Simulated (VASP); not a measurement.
C, 16 atoms in the cell. The structure is hexagonal, space group P6_3/mmc (No. 194). Conventional cell: a = 2.522 Å, b = 2.522 Å, c = 16.553 Å, α = 90.00°, β = 90.00°, γ = 120.00°. C (site symmetry 3m) has 4 C at 1.54 to 1.55 Å within 2.1 Å. Within 2.1 Å of C (site symmetry 3m) lie 4 C at 1.55 to 1.57 Å. C (site symmetry 3m) has 4 C at 1.54 to 1.55 Å within 2.1 Å. Within 2.1 Å of C (site symmetry 3m) lie 4 C at 1.55 Å. 

| Item | Value |
| --- | --- |
| Program | VASP 6.6.1 |
| Task | single point |
| Functional | PBE |
| Potentials or basis | VASP PAW PBE potentials, release 64 (C) |
| Cutoff | 520 eV |
| k mesh | 12 × 12 × 2 |
| Occupations | gaussian, width 0.02 eV |
| Spin | no spin polarisation |
| Dipole correction | no |
| Further INCAR settings | LREAL = Auto; ALGO = Normal; EDIFF = 1e-06; NBANDS = 46 |

Potentials or basis: VASP PAW PBE potentials, release 64 (C).

Run with:

```bash
$ cat potpaw_PBE.64/C/POTCAR > POTCAR
$ mpirun -np 1 vasp_std > vasp.out
```

Hardware: 1 thread of Intel(R) Xeon(R) 6975P-C (Granite Rapids), with other jobs on the host.

Q: How long does it take, and how much memory?

A: It took 110 s on 1 thread of Intel(R) Xeon(R) 6975P-C (Granite Rapids) (shared host), peak memory 0.25 GiB. Counts: scf iterations 13, k points 38.
